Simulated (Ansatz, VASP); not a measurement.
Yb3InC: VASP beside Ansatz

```
Yb In C
1.0
     5.06325    0.00000    0.00000
     0.00000    5.06325    0.00000
     0.00000    0.00000    5.06325
Yb In C
3 1 1
Direct
  0.50000 0.00000 0.50000
  0.00000 0.50000 0.50000
  0.50000 0.50000 0.00000
  0.00000 0.00000 0.00000
  0.50000 0.50000 0.50000
```

Alike in both runs: task single point; functional PBE; k mesh 3 × 3 × 3; no spin polarisation.

|  | VASP | Ansatz |
| --- | --- | --- |
| version | VASP 6.6.1 | Ansatz 0.2.0 |
| potentials or method | VASP PAW PBE potentials, release 64 (Yb, In_d, C) | plane waves, PAW |
| plane-wave cutoff (eV) | 600 | 420 |
| occupations | fermi-dirac, width 0.1 eV | fermi-dirac |
| valence electrons in the cell | 89 | 89 |

|  | VASP | Ansatz | Ansatz less VASP |
| --- | --- | --- | --- |
| pressure (GPa) | -2.0 | -3.6 | -1.61 |

The k mesh is coarse, so the values compare programs but aren't converged. Neither program's run includes spin-orbit coupling.
